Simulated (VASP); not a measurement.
# GaSb (CsCl type) (Pm-3m) in VASP: a series of runs

Runs on GaSb (CsCl type). Level: PBE. Tasks: single point, relaxation of cell and atoms.

Everything below comes from runs of VASP 6.6.1. Logs are shortened: lines on timing, memory, paths and dates and some standing lists are left out, and cuts for length are marked.

### 1 The cell of the first run

Symmetry: Pm-3m, No. 221, cubic system. Conventional cell: a = 3.612 Å, b = 3.612 Å, c = 3.612 Å, α = 90.00°, β = 90.00°, γ = 90.00°. Within 4.1 Å of Ga (site symmetry m-3m) lie 8 Sb at 3.13 Å and 6 Ga at 3.61 Å. Sb (site symmetry m-3m) has 8 Ga at 3.13 Å and 6 Sb at 3.61 Å within 4.1 Å.

### 2 Single point, PBE

Contents of INCAR:

```
ALGO = Normal ; EDIFF = 1E-6
ENCUT = 520 ; GGA = PE
ISIF = 2 ; ISMEAR = -1
LASPH = True ; LCHARG = True
LELF = True ; LREAL = False
LVHAR = True ; LWAVE = False
NBANDS = 16 ; NELM = 100
PREC = Accurate ; SIGMA = 0.1
```

Contents of KPOINTS:

```
k-points
0
Gamma
  13 13 13
```

Contents of POSCAR:

```
GaSb
1.0
    3.6122003626      0.0000000000      0.0000000000
    0.0000000000      3.6122003626      0.0000000000
    0.0000000000      0.0000000000      3.6122003626
Ga Sb
1 1
Direct
    0.0000000000      0.0000000000      0.0000000000
    0.5000000000      0.5000000000      0.5000000000
```

Potentials or basis: VASP PAW PBE potentials, release 64 (Ga_d, Sb).

The run is started by

```console
$ cat potpaw_PBE.64/Ga_d/POTCAR potpaw_PBE.64/Sb/POTCAR > POTCAR
$ mpirun -np 1 vasp_std > vasp.out
```

OUTCAR:

```text
EDIFF = 1E-6
   ENCUT = 520
   GGA = PE
   ISIF = 2
   ISMEAR = -1
   LASPH = True
   LREAL = False
   NELM = 100
   PREC = Accurate

 ion  position               nearest neighbor table
   1  0.000  0.000  0.000-   2 3.13   2 3.13   2 3.13   2 3.13   2 3.13   2 3.13   2 3.13   2 3.13

   2  0.500  0.500  0.500-   1 3.13   1 3.13   1 3.13   1 3.13   1 3.13   1 3.13   1 3.13   1 3.13

  LATTYP: Found a simple cubic cell.
 ALAT       =     3.6122003626

  Lattice vectors:

 A1 = (   3.6122003626,   0.0000000000,   0.0000000000)
 A2 = (   0.0000000000,   3.6122003626,   0.0000000000)
 A3 = (   0.0000000000,   0.0000000000,   3.6122003626)

Analysis of symmetry for initial positions (statically):
=====================================================================
 Subroutine PRICEL returns:
 Original cell was already a primitive cell.

 Routine SETGRP: Setting up the symmetry group for a
 simple cubic supercell.

 Subroutine GETGRP returns: Found 48 space group operations
[... 9 lines left out ...]

 Routine SETGRP: Setting up the symmetry group for a
 simple cubic supercell.

 Subroutine GETGRP returns: Found 48 space group operations
[... 11 lines left out ...]
                                     Primitive cell

  volume of cell :      47.1320

  direct lattice vectors                    reciprocal lattice vectors
     3.612200363  0.000000000  0.000000000     0.276839571  0.000000000  0.000000000
     0.000000000  3.612200363  0.000000000     0.000000000  0.276839571  0.000000000
     0.000000000  0.000000000  3.612200363     0.000000000  0.000000000  0.276839571

  length of vectors
     3.612200363  3.612200363  3.612200363     0.276839571  0.276839571  0.276839571

  position of ions in fractional coordinates (direct lattice)
     0.000000000  0.000000000  0.000000000
     0.500000000  0.500000000  0.500000000

  ion indices of the primitive-cell ions
   primitive index   ion index
                 1           1
                 2           2

----------------------------------------------------------------------------------------

 KPOINTS: k-points

Automatic generation of k-mesh.
 Grid dimensions read from file:
 generate k-points for:   13   13   13

 Generating k-lattice:

  Cartesian coordinates                     Fractional coordinates (reciprocal lattice)
     0.021295352  0.000000000  0.000000000     0.076923077  0.000000000  0.000000000
     0.000000000  0.021295352  0.000000000     0.000000000  0.076923077  0.000000000
     0.000000000  0.000000000  0.021295352     0.000000000  0.000000000  0.076923077

  Length of vectors
     0.021295352  0.021295352  0.021295352

  Shift w.r.t. Gamma in fractional coordinates (k-lattice)
     0.000000000  0.000000000  0.000000000

 Subroutine IBZKPT returns following result:
 ===========================================

 Found     84 irreducible k-points:

 Following reciprocal coordinates:
            Coordinates               Weight
  0.000000  0.000000  0.000000      1.000000
  0.076923  0.000000  0.000000      6.000000
  0.153846  0.000000  0.000000      6.000000
  0.230769  0.000000  0.000000      6.000000
  0.307692  0.000000  0.000000      6.000000
  0.384615  0.000000  0.000000      6.000000
[... 16 lines left out ...]
  0.307692  0.307692  0.000000     12.000000
  0.384615  0.307692  0.000000     24.000000
 [... further k-points ...]
   k-points           NKPTS =     84   k-points in BZ     NKDIM =     84   number of bands    NBANDS=     16
   number of dos      NEDOS =    301   number of ions     NIONS =      2
   total plane-waves  NPLWV =  21952
   dimension x,y,z NGX =    28 NGY =   28 NGZ =   28
   dimension x,y,z NGXF=    56 NGYF=   56 NGZF=   56
   ions per type =               1   1
   NGX,Y,Z   is equivalent  to a cutoff of  12.89, 12.89, 12.89 a.u.
   NGXF,Y,Z  is equivalent  to a cutoff of  25.77, 25.77, 25.77 a.u.
 SYSTEM =  unknown system
   PREC   = accura    normal or accurate (medium, high low for compatibility)
   ISTART =      0    job   : 0-new  1-cont  2-samecut
   ICHARG =      2    charge: 1-file 2-atom 10-const
   ISPIN  =      1    spin polarized calculation?
   LNONCOLLINEAR =      F non collinear calculations
   LSORBIT =      F    spin-orbit coupling
   LASPH  =      T    aspherical Exc in radial PAW
   ENCUT  =  520.0 eV  38.22 Ry    6.18 a.u.   6.72  6.72  6.72*2*pi/ulx,y,z
   NELM   =    100;   NELMIN=  2; NELMDL= -5     # of ELM steps
   EDIFF  = 0.1E-05   stopping-criterion for ELM
   LREAL  =      F    real-space projection
[... 7 lines left out ...]
   TEBEG  =    0.0;   TEEND  =   0.0 temperature during run
   PSTRESS=    0.0 pullay stress
   NELECT =      18.0000    total number of electrons
   NUPDOWN=      -1.0000    fix difference up-down
   EMIN   =  10.00;   EMAX   =-10.00  energy-range for DOS
   EFERMI =   0.00;   METHOD = LEGACY
   ISMEAR =    -1;   SIGMA  =   0.10  broadening in eV -4-tet -1-fermi 0-gaus
   EFERMI_NEDOS =   21; number of points for ismear=-14 and -15
   IALGO  =     38    algorithm
   IMIX   =      4    mixing-type and parameters
     AMIX     =   0.40;   BMIX     =  1.00
     AMIX_MAG =   1.60;   BMIX_MAG =  1.00
  volume/ion in A,a.u.               =      23.57       159.03
  Fermi-wavevector in a.u.,A,eV,Ry     =   1.187756  2.244533 19.194608  1.410764
  Thomas-Fermi vector in A             =   2.323900
   LORBIT       =      0    0 simple, 1 ext, 2 COOP (PROOUT), +10 PAW based schemes
   GGA     = PE    functional components
   LHFCALC =     F    Hartree Fock is set to
   AEXX    =    0.0000 exact exchange contribution
   IVDW    =     0    specifies the selected vdW correction
   LEPSILON=     F    determine dielectric tensor
   LRPA    =     F    only Hartree local field effects (RPA)
 non-spin polarized calculation
  energy-cutoff  :      520.00
  volume of cell :       47.13
 maximum number of plane-waves:      1309
 NGX is ok and might be reduce to    28
   NGX = 13   NGY = 13   NGZ = 13

 number of electron      17.9999992 magnetization

 Free energy of the ion-electron system (eV)
  ---------------------------------------------------
  ext. energy  EPLUGINS =         0.00000000
  ---------------------------------------------------
  free energy    TOTEN  =        -6.80281032 eV

  energy without entropy =       -6.76020552  energy(sigma->0) =       -6.78150792

 E-fermi :   6.9434     XC(G=0): -10.4202

 val. band max:        6.9264201906   @ k =   0.4615   0.4615   0.4615
 cond. band min:       6.9469833835   @ k =   0.3846   0.2308   0.0000
 fundamental gap:      0.0205631929
 Fermi energy:         6.9433733647

 k-point     1 :       0.0000    0.0000    0.0000
  band No.  band energies     occupation
      1      -7.9078      2.00000
      2      -7.9078      2.00000
      3      -7.8609      2.00000
      4      -7.8609      2.00000
      5      -7.8609      2.00000
      6      -5.1197      2.00000
[... 8 lines left out ...]
     15      15.4878      0.00000
     16      19.6693      0.00000

 k-point     2 :       0.0769    0.0000    0.0000
  band No.  band energies     occupation
      1      -7.9076      2.00000
      2      -7.9052      2.00000
      3      -7.8622      2.00000
      4      -7.8622      2.00000
      5      -7.8608      2.00000
      6      -5.0549      2.00000
[... 8 lines left out ...]
     15      15.1839      0.00000
     16      19.4184      0.00000

 k-point     3 :       0.1538    0.0000    0.0000
  band No.  band energies     occupation
      1      -7.9070      2.00000
      2      -7.8978      2.00000
      3      -7.8658      2.00000
      4      -7.8658      2.00000
      5      -7.8607      2.00000
      6      -4.8620      2.00000
[... 8 lines left out ...]
     15      14.4011      0.00000
     16      18.3368      0.00000

 k-point     4 :       0.2308    0.0000    0.0000
  band No.  band energies     occupation
      1      -7.9062      2.00000
      2      -7.8876      2.00000
      3      -7.8709      2.00000
      4      -7.8709      2.00000
      5      -7.8605      2.00000
      6      -4.5465      2.00000
[... 8 lines left out ...]
     15      14.6216      0.00000
     16      17.0747      0.00000

 k-point     5 :       0.3077    0.0000    0.0000
  band No.  band energies     occupation
      1      -7.9054      2.00000
      2      -7.8768      2.00000
      3      -7.8763      2.00000
      4      -7.8763      2.00000
      5      -7.8603      2.00000
      6      -4.1230      2.00000
[... 8 lines left out ...]
     15      15.9367      0.00000
     16      16.5409      0.00000

 k-point     6 :       0.3846    0.0000    0.0000
  band No.  band energies     occupation
      1      -7.9047      2.00000
      2      -7.8808      2.00000
      3      -7.8808      2.00000
      4      -7.8680      2.00000
      5      -7.8601      2.00000
      6      -3.6347      2.00000
[... 8 lines left out ...]
     15      14.9352      0.00000
     16      18.5897      0.00000
[... 267 lines left out ...]
 k-point    21 :       0.3846    0.2308    0.0000
  band No.  band energies     occupation
      1      -7.9041      2.00000
      2      -7.8915      2.00000
      3      -7.8781      2.00000
      4      -7.8677      2.00000
      5      -7.8560      2.00000
      6      -3.0705      2.00000
[... 8 lines left out ...]
     15      16.8644      0.00000
     16      16.9847      0.00000

 k-point    22 :       0.4615    0.2308    0.0000
  band No.  band energies     occupation
      1      -7.9079      2.00000
      2      -7.8909      2.00000
      3      -7.8803      2.00000
      4      -7.8674      2.00000
      5      -7.8510      2.00000
      6      -2.6763      2.00000
[... 8 lines left out ...]
     15      17.0365      0.00000
     16      17.4637      0.00000

 k-point    23 :       0.3077    0.3077    0.0000
  band No.  band energies     occupation
      1      -7.9075      2.00000
      2      -7.8892      2.00000
      3      -7.8742      2.00000
      4      -7.8716      2.00000
      5      -7.8556      2.00000
      6      -3.1350      2.00000
[... 8 lines left out ...]
     15      16.2462      0.00000
     16      16.7477      0.00000

 k-point    24 :       0.3846    0.3077    0.0000
  band No.  band energies     occupation
      1      -7.9159      2.00000
      2      -7.8870      2.00000
      3      -7.8768      2.00000
      4      -7.8718      2.00000
      5      -7.8472      2.00000
      6      -2.6675      2.00000
[... 8 lines left out ...]
     15      16.2022      0.00000
     16      17.1496      0.00000

 [... further k-points ...]

------------------------ aborting loop because EDIFF is reached ----------------------------------------

  FORCE on cell =-STRESS in cart. coord.  units (eV):
  Direction    XX          YY          ZZ          XY          YZ          ZX
  --------------------------------------------------------------------------------------
  -------------------------------------------------------------------------------------
  Total        0.0004232      0.0004232      0.0004232      0.0000000      0.0000000      0.0000000
  in kB        0.0143854      0.0143854      0.0143854      0.0000000      0.0000000      0.0000000
  external PRESSURE =       0.0143854 kB  Pullay stress =       0.0000000 kB

 VOLUME and BASIS-vectors are now :
 -----------------------------------------------------------------------------
  energy-cutoff  :      520.00
  volume of cell :       47.13
      direct lattice vectors                 reciprocal lattice vectors
     3.612200363  0.000000000  0.000000000     0.276839571  0.000000000  0.000000000
     0.000000000  3.612200363  0.000000000     0.000000000  0.276839571  0.000000000
     0.000000000  0.000000000  3.612200363     0.000000000  0.000000000  0.276839571

 POSITION                                       TOTAL-FORCE (eV/Angst)
 -----------------------------------------------------------------------------------
      0.00000      0.00000      0.00000         0.000000      0.000000      0.000000
      1.80610      1.80610      1.80610         0.000000      0.000000      0.000000
 -----------------------------------------------------------------------------------
    total drift:                               -0.000000     -0.000000     -0.000000

  FREE ENERGIE OF THE ION-ELECTRON SYSTEM (eV)
  ---------------------------------------------------
  free  energy   TOTEN  =        -6.8028103170 eV

  energy  without entropy=       -6.7602055212  energy(sigma->0) =       -6.78150792
```

Wall time 31 s (1 thread of Intel Xeon Platinum 8375C at 2.90GHz (Ice Lake), shared host); peak memory 0.2 GiB.

Results:

```yaml
Free_energy: -6.8028 eV
Pressure: 0.0 GPa
Band_gap_on_the_k_mesh: zero (band 9 reaches 8.56 eV, above the bottom of band 10 at 4.50 eV)
```

Caveat: spin-orbit coupling is left out, which moves the levels of the heavy elements.

### 3 Relaxation of cell and atoms, PBE

This run uses another cell than the first one, of 15.52 Å³/atom, 0.659 times its volume.

Contents of INCAR:

```
PREC     = Accurate       # precision mode
ENCUT    = 600            # plane-wave cutoff, eV
EDIFF    = 1E-6           # SCF threshold, eV
ISMEAR   = -1             # smearing method
SIGMA    = 0.1            # smearing width, eV
LREAL    = False          # projectors in reciprocal space
LASPH    = True           # aspherical terms in the spheres
NELM     = 80             # most SCF steps
ALGO     = Normal         # electronic algorithm
ISIF     = 3              # what is computed and relaxed
LWAVE    = False          # write WAVECAR
LCHARG   = False          # write CHGCAR
GGA      = PE             # functional
IBRION   = 2              # ionic algorithm
NSW      = 60             # ionic steps
EDIFFG   = -0.005         # ionic threshold
```

Contents of KPOINTS:

```
regular mesh
0
Gamma
  13 13 13
```

Contents of POSCAR:

```
GaSb
1.0
    3.1426434160      0.0000000000      0.0000000000
    0.0000000000      3.1426434160      0.0000000000
    0.0000000000      0.0000000000      3.1426434160
Ga Sb
1 1
Direct
    0.0000000000      0.0000000000      0.0000000000
    0.5000000000      0.5000000000      0.5000000000
```

Potentials or basis: VASP PAW PBE potentials, release 64 (Ga_d, Sb).

The run is started by

```console
$ cat potpaw_PBE.64/Ga_d/POTCAR potpaw_PBE.64/Sb/POTCAR > POTCAR
$ mpirun -np 1 vasp_std > vasp.out
```

Run time: 84 s. Hardware: 1 thread of Intel Xeon 6975P-C (Granite Rapids), shared host; peak memory 0.19 GiB.

The run converged. Its results:

| Property | Result |
| --- | --- |
| Free energy | -6.8004 eV |
| Relaxed volume | 23.54 Å³/atom |
| Relaxed cell | a = 3.611 Å, b = 3.611 Å, c = 3.611 Å, α = 90.00°, β = 90.00°, γ = 90.00° |
| Space group after relaxing (to 0.05 Å) | Pm-3m (No. 221) |
| Energy gained by relaxing | 960.3 meV/atom |
| Ionic steps | 9 |
| Pressure after relaxing | 0.0 GPa |

Step by step:
| step | energy change (eV) | largest force (eV/Å) | pressure (GPa) | volume (Å³) |
| --- | --- | --- | --- | --- |
| 1 | 0.0000 | 0.0000 | 57.77 | 31.04 |
| 2 | -1.4188 | 0.0000 | -7.30 | 63.57 |
| 3 | -1.9202 | 0.0000 | 0.59 | 46.72 |
| 4 | -1.9199 | 0.0000 | -0.50 | 47.57 |
| 5 | -1.9206 | 0.0000 | -0.15 | 47.18 |
| 6 | -1.9207 | 0.0000 | 0.03 | 47.04 |
| 7 | -1.9207 | 0.0000 | -0.05 | 47.10 |
| 8 | -1.9207 | 0.0000 | 0.04 | 47.06 |
| 9 | -1.9207 | 0.0000 | -0.03 | 47.08 |

Final structure:
```cif
data_structure
_symmetry_space_group_name_H-M 'P 1'
_symmetry_Int_Tables_number 1
_cell_length_a 3.6108
_cell_length_b 3.6108
_cell_length_c 3.6108
_cell_angle_alpha 90.000
_cell_angle_beta 90.000
_cell_angle_gamma 90.000
_cell_volume 47.08
loop_
_atom_site_label
_atom_site_type_symbol
_atom_site_fract_x
_atom_site_fract_y
_atom_site_fract_z
_atom_site_occupancy
Ga1 Ga 0.00000 0.00000 0.00000 1
Sb1 Sb 0.50000 0.50000 0.50000 1
```

Levels at points of the mesh, in eV from the Fermi level:
| k point | band 7 | band 8 | band 9 | band 10 | band 11 | band 12 |
| --- | --- | --- | --- | --- | --- | --- |
| (0.00, 0.00, 0.00) | -2.20 | -0.55 | -0.55 | -0.55 | 4.08 | 4.08 |

Caveat: the volume moved by over 15 % at a fixed basis, so the end points are rough; the bands computed are all filled at some k points, so no gap is given; spin-orbit coupling is left out, which moves the levels of the heavy elements.
